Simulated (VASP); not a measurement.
# W in VASP: single point with PBE

Aim: the single point of W with PBE.

Everything below comes from runs of VASP 6.6.1. Logs are shortened: lines on timing, memory, paths and dates and some standing lists are left out, and cuts for length are marked.

### Step 1. The cell of the first run

The cell holds a slab with vacuum, 5 atoms: a = 3.183 Å, b = 3.183 Å, c = 22.367 Å, α = 90.00°, β = 90.00°, γ = 90.00°.

### Step 2. Single point, PBE

The input, POSCAR:

```
W
1.0
    3.1834185691      0.0000000000      0.0000000000
    0.0000000000      3.1834185691      0.0000000000
    0.0000000000      0.0000000000     22.3668000000
W
5
Direct
    0.0000000000      0.0000000000      0.3576721495
    0.5000000000      0.5000000000      0.4288360746
    0.0000000000      0.0000000000      0.5000000000
    0.5000000000      0.5000000000      0.5711639255
    0.0000000000      0.0000000000      0.6423278505
```

The input, INCAR.step1:

```
SYSTEM = W
PREC     = Accurate       ! precision mode
ENCUT    = 520            ! plane-wave cutoff, eV
EDIFF    = 1E-6           ! SCF threshold, eV
ISMEAR   = -1             ! smearing method
SIGMA    = 0.08           ! smearing width, eV
LREAL    = .False.        ! projectors in reciprocal space
LASPH    = .True.         ! aspherical terms in the spheres
NELM     = 60             ! most SCF steps
ALGO     = Normal         ! electronic algorithm
ISIF     = 2              ! what is computed and relaxed
LWAVE    = .False.        ! write WAVECAR
LCHARG   = .True.         ! write CHGCAR
LMAXMIX  = 4              ! l up to which the mixer works
LDIPOL   = .True.       
IDIPOL   = 3            
DIPOL    = 0.5 0.5 0.500
GGA      = PE             ! functional
NBANDS   = 43             ! bands
```

The input, KPOINTS.step1:

```
regular mesh
0
Gamma
  11 11 1
  0 0 0
```

The input, INCAR.step2:

```
SYSTEM = W
PREC     = Accurate       ! precision mode
ENCUT    = 520            ! plane-wave cutoff, eV
EDIFF    = 1E-6           ! SCF threshold, eV
ISMEAR   = -5             ! smearing method
SIGMA    = 0.08           ! smearing width, eV
LREAL    = .False.        ! projectors in reciprocal space
LASPH    = .True.         ! aspherical terms in the spheres
NELM     = 60             ! most SCF steps
ALGO     = Normal         ! electronic algorithm
ISIF     = 2              ! what is computed and relaxed
LWAVE    = .False.        ! write WAVECAR
LCHARG   = .False.        ! write CHGCAR
LMAXMIX  = 4              ! l up to which the mixer works
LDIPOL   = .True.       
IDIPOL   = 3            
DIPOL    = 0.5 0.5 0.500
GGA      = PE             ! functional
LORBIT   = 10             ! projections on sites
NEDOS    = 1001           ! points of the DOS
ICHARG   = 11             ! starting density
```

The input, KPOINTS.step2:

```
regular mesh
0
Gamma
  17 17 1
  0 0 0
```

Potentials or basis: VASP PAW PBE potentials, release 64 (W_sv).

The run is started by

```console
$ cat potpaw_PBE.64/W_sv/POTCAR > POTCAR
$ cp INCAR.step1 INCAR
$ cp KPOINTS.step1 KPOINTS
$ mpirun -np 1 vasp_std > vasp.out
$ cp INCAR.step2 INCAR
$ cp KPOINTS.step2 KPOINTS
$ mpirun -np 1 vasp_std > vasp.out
```

OUTCAR:

```text
SYSTEM = W
   PREC = Accurate
   ENCUT = 520
   EDIFF = 1E-6
   ISMEAR = -5
   LREAL = .False.
   LASPH = .True.
   NELM = 60
   ISIF = 2
   GGA = PE
   LORBIT = 10
   ICHARG = 11

 ion  position               nearest neighbor table
   1  0.000  0.000  0.358-   2 2.76   2 2.76   2 2.76   2 2.76   3 3.18
   2  0.500  0.500  0.429-   1 2.76   1 2.76   1 2.76   1 2.76   3 2.76   3 2.76   3 2.76   3 2.76
                             4 3.18
   3  0.000  0.000  0.500-   2 2.76   2 2.76   2 2.76   2 2.76   4 2.76   4 2.76   4 2.76   4 2.76
                             1 3.18   5 3.18
   4  0.500  0.500  0.571-   5 2.76   5 2.76   5 2.76   5 2.76   3 2.76   3 2.76   3 2.76   3 2.76
                             2 3.18
   5  0.000  0.000  0.642-   4 2.76   4 2.76   4 2.76   4 2.76   3 3.18

  LATTYP: Found a simple tetragonal cell.
 ALAT       =     3.1834185691
 C/A-ratio  =     7.0260317688

  Lattice vectors:

 A1 = (   3.1834185691,   0.0000000000,   0.0000000000)
 A2 = (   0.0000000000,   3.1834185691,   0.0000000000)
 A3 = (   0.0000000000,   0.0000000000,  22.3668000000)

Analysis of symmetry for initial positions (statically):
=====================================================================
 Subroutine PRICEL returns:
 Original cell was already a primitive cell.

 Routine SETGRP: Setting up the symmetry group for a
 simple tetragonal supercell.

 Subroutine GETGRP returns: Found 16 space group operations
 (whereof 16 operations were pure point group operations)
 out of a pool of 16 trial point group operations.

The static configuration has the point symmetry D_4h.

Analysis of symmetry for dynamics (positions and initial velocities):
=====================================================================
 Subroutine PRICEL returns:
 Original cell was already a primitive cell.

 Routine SETGRP: Setting up the symmetry group for a
 simple tetragonal supercell.

 Subroutine GETGRP returns: Found 16 space group operations
 (whereof 16 operations were pure point group operations)
 out of a pool of 16 trial point group operations.

The dynamic configuration has the point symmetry D_4h.

 Subroutine INISYM returns: Found 16 space group operations
 (whereof 16 operations are pure point group operations),
 and found     1 'primitive' translations

----------------------------------------------------------------------------------------

                                     Primitive cell

  volume of cell :     226.6686

  direct lattice vectors                    reciprocal lattice vectors
     3.183418569  0.000000000  0.000000000     0.314127715  0.000000000  0.000000000
     0.000000000  3.183418569  0.000000000     0.000000000  0.314127715  0.000000000
     0.000000000  0.000000000 22.366800000     0.000000000  0.000000000  0.044709122

  length of vectors
     3.183418569  3.183418569 22.366800000     0.314127715  0.314127715  0.044709122

  position of ions in fractional coordinates (direct lattice)
     0.000000000  0.000000000  0.357672149
     0.500000000  0.500000000  0.428836075
     0.000000000  0.000000000  0.500000000
     0.500000000  0.500000000  0.571163926
     0.000000000  0.000000000  0.642327851

  ion indices of the primitive-cell ions
   primitive index   ion index
                 1           1
                 2           2
                 3           3
                 4           4
                 5           5

----------------------------------------------------------------------------------------

 KPOINTS: regular mesh

Automatic generation of k-mesh.
 Grid dimensions read from file:
 generate k-points for:   17   17    1

 Generating k-lattice:

  Cartesian coordinates                     Fractional coordinates (reciprocal lattice)
     0.018478101  0.000000000  0.000000000     0.058823529  0.000000000  0.000000000
     0.000000000  0.018478101  0.000000000     0.000000000  0.058823529  0.000000000
     0.000000000  0.000000000  0.044709122     0.000000000  0.000000000  1.000000000

  Length of vectors
     0.018478101  0.018478101  0.044709122

  Shift w.r.t. Gamma in fractional coordinates (k-lattice)
     0.000000000  0.000000000  0.000000000

 TETIRR: Found    415 inequivalent tetrahedra from     1734

 Subroutine IBZKPT returns following result:
 ===========================================

 Found     45 irreducible k-points:

 Following reciprocal coordinates:
            Coordinates               Weight
  0.000000  0.000000  0.000000      1.000000
  0.058824  0.000000  0.000000      4.000000
  0.117647  0.000000  0.000000      4.000000
  0.176471  0.000000  0.000000      4.000000
  0.235294  0.000000  0.000000      4.000000
  0.294118  0.000000  0.000000      4.000000
[... 16 lines left out ...]
  0.411765  0.117647  0.000000      8.000000
  0.470588  0.117647  0.000000      8.000000
 [... further k-points ...]
   k-points           NKPTS =     45   k-points in BZ     NKDIM =     45   number of bands    NBANDS=     42
   number of dos      NEDOS =   1001   number of ions     NIONS =      5
   total plane-waves  NPLWV =  96768
   dimension x,y,z NGX =    24 NGY =   24 NGZ =  168
   dimension x,y,z NGXF=    48 NGYF=   48 NGZF=  336
   ions per type =               5
   NGX,Y,Z   is equivalent  to a cutoff of  12.53, 12.53, 12.49 a.u.
   NGXF,Y,Z  is equivalent  to a cutoff of  25.07, 25.07, 24.97 a.u.
 SYSTEM =  W
   PREC   = accura    normal or accurate (medium, high low for compatibility)
   ISTART =      0    job   : 0-new  1-cont  2-samecut
   ICHARG =     11    charge: 1-file 2-atom 10-const
   ISPIN  =      1    spin polarized calculation?
   LNONCOLLINEAR =      F non collinear calculations
   LSORBIT =      F    spin-orbit coupling
   LASPH  =      T    aspherical Exc in radial PAW
   ENCUT  =  520.0 eV  38.22 Ry    6.18 a.u.   5.92  5.92 41.59*2*pi/ulx,y,z
   NELM   =     60;   NELMIN=  2; NELMDL=  0     # of ELM steps
   EDIFF  = 0.1E-05   stopping-criterion for ELM
   LREAL  =      F    real-space projection
   EDIFFG = 0.1E-04   stopping-criterion for IOM
   NSW    =      0    number of steps for IOM
   IBRION =     -1    ionic relax: 0-MD 1-quasi-New 2-CG
   NFREE  =      0    steps in history (QN), initial steepest desc. (CG)
   ISIF   =      2    stress and relaxation
   ISYM   =      2    0-nonsym 1-usesym 2-fastsym
   POTIM  = 0.5000    time-step for ionic-motion
   TEBEG  =    0.0;   TEEND  =   0.0 temperature during run
   PSTRESS=    0.0 pullay stress
   NELECT =      70.0000    total number of electrons
   NUPDOWN=      -1.0000    fix difference up-down
   EMIN   =  10.00;   EMAX   =-10.00  energy-range for DOS
   EFERMI =   0.00;   METHOD = LEGACY
   ISMEAR =    -5;   SIGMA  =   0.08  broadening in eV -4-tet -1-fermi 0-gaus
   EFERMI_NEDOS =   21; number of points for ismear=-14 and -15
   IALGO  =     38    algorithm
   IMIX   =      4    mixing-type and parameters
     AMIX     =   0.40;   BMIX     =  1.00
     AMIX_MAG =   1.60;   BMIX_MAG =  1.00
  volume/ion in A,a.u.               =      45.33       305.93
  Fermi-wavevector in a.u.,A,eV,Ry     =   1.106565  2.091105 16.660155  1.224487
  Thomas-Fermi vector in A             =   2.243068
   LORBIT       =     10    0 simple, 1 ext, 2 COOP (PROOUT), +10 PAW based schemes
   GGA     = PE    functional components
   LHFCALC =     F    Hartree Fock is set to
   AEXX    =    0.0000 exact exchange contribution
   IVDW    =     0    specifies the selected vdW correction
   LEPSILON=     F    determine dielectric tensor
   LRPA    =     F    only Hartree local field effects (RPA)
 non-spin polarized calculation
 Fermi weights with tetrahedron method with Bloechl corrections
  energy-cutoff  :      520.00
  volume of cell :      226.67
 maximum number of plane-waves:      6190
 NGX is ok and might be reduce to    24

 number of electron      69.9999984 magnetization

 dipolmoment           0.000000      0.000000      0.000000 electrons x Angstroem

 Free energy of the ion-electron system (eV)
  ---------------------------------------------------
  ext. energy  EPLUGINS =         0.00000000
  ---------------------------------------------------
  free energy    TOTEN  =       -59.33729906 eV

  energy without entropy =      -59.33729906  energy(sigma->0) =      -59.33729906

 E-fermi :   1.3311     XC(G=0):  -5.9498

 val. band max:        1.3171918375   @ k =   0.2941   0.1176   0.0000
 cond. band min:       1.3469094002   @ k =   0.2941   0.2941   0.0000
 fundamental gap:      0.0297175627
 Fermi energy:         1.3310762171

 k-point     1 :       0.0000    0.0000    0.0000
  band No.  band energies     occupation
      1     -72.7981      2.00000
      2     -72.7214      2.00000
      3     -72.7122      2.00000
      4     -72.5535      2.00000
      5     -72.5344      2.00000
      6     -37.2109      2.00000
[... 34 lines left out ...]
     41       3.0486      0.00000
     42       3.0884      0.00000

 k-point     2 :       0.0588    0.0000    0.0000
  band No.  band energies     occupation
      1     -72.7968      2.00000
      2     -72.7206      2.00000
      3     -72.7118      2.00000
      4     -72.5538      2.00000
      5     -72.5353      2.00000
      6     -37.2142      2.00000
[... 979 lines left out ...]
     41       3.2333      0.00000
     42       3.5229      0.00000

 k-point    24 :       0.4706    0.1176    0.0000
  band No.  band energies     occupation
      1     -72.7575      2.00000
      2     -72.6941      2.00000
      3     -72.6940      2.00000
      4     -72.5671      2.00000
      5     -72.5631      2.00000
      6     -37.4766      2.00000
[... 34 lines left out ...]
     41       3.2059      0.00000
     42       3.2476      0.00000

 [... further k-points ...]

------------------------ aborting loop because EDIFF is reached ----------------------------------------

 vacuum level on the upper side and lower side of the slab       (xc-potential included)        -0.202        -0.202

  FORCE on cell =-STRESS in cart. coord.  units (eV):
  Direction    XX          YY          ZZ          XY          YZ          ZX
  --------------------------------------------------------------------------------------
  -------------------------------------------------------------------------------------
  Total       -8.9126141     -8.9126141     -6.5076552      0.0000000      0.0000000      0.0000000
  in kB      -62.9976489    -62.9976489    -45.9985107      0.0000000      0.0000000      0.0000000
  external PRESSURE =     -57.3312695 kB  Pullay stress =       0.0000000 kB

 VOLUME and BASIS-vectors are now :
 -----------------------------------------------------------------------------
  energy-cutoff  :      520.00
  volume of cell :      226.67
      direct lattice vectors                 reciprocal lattice vectors
     3.183418569  0.000000000  0.000000000     0.314127715  0.000000000  0.000000000
     0.000000000  3.183418569  0.000000000     0.000000000  0.314127715  0.000000000
     0.000000000  0.000000000 22.366800000     0.000000000  0.000000000  0.044709122

 POSITION                                       TOTAL-FORCE (eV/Angst)
 -----------------------------------------------------------------------------------
      0.00000      0.00000      7.99998         0.000000     -0.000000      1.703315
      1.59171      1.59171      9.59169        -0.000000      0.000000     -1.607807
      0.00000      0.00000     11.18340         0.000000     -0.000000     -0.000000
      1.59171      1.59171     12.77511         0.000000      0.000000      1.607807
      0.00000      0.00000     14.36682         0.000000     -0.000000     -1.703315
 -----------------------------------------------------------------------------------
    total drift:                                0.000000     -0.000000      0.000002

  FREE ENERGIE OF THE ION-ELECTRON SYSTEM (eV)
  ---------------------------------------------------
  free  energy   TOTEN  =       -59.3372990630 eV

  energy  without entropy=      -59.3372990630  energy(sigma->0) =      -59.33729906

 vacuum level on the upper side and lower side of the slab         5.353         5.353

 total charge

# of ion       s       p       d       tot
------------------------------------------
    1        2.392   6.142   3.290  11.824
    2        2.401   6.310   3.335  12.046
    3        2.397   6.318   3.326  12.041
    4        2.401   6.310   3.335  12.046
    5        2.392   6.142   3.290  11.824
--------------------------------------------------
tot         11.984  31.222  16.575  59.781
```

Wall time 4.3 min (1 thread of Intel Xeon 6975P-C (Granite Rapids), shared host); peak memory 0.46 GiB.

Results:

```
Valence electrons inside the program's atomic spheres : W 11.82, 12.05, 12.04 (each value once)
```

Levels at points of the mesh, in eV from the Fermi level:
```tsv
k point	band 31	band 32	band 33	band 34	band 35	band 36	band 37	band 38	band 39	band 40
(0.00, 0.00, 0.00)	-0.72	-0.67	-0.67	-0.35	-0.25	-0.22	0.14	0.14	0.39	1.55
```

Caveat: spin-orbit coupling is left out, which moves the levels of the heavy elements.
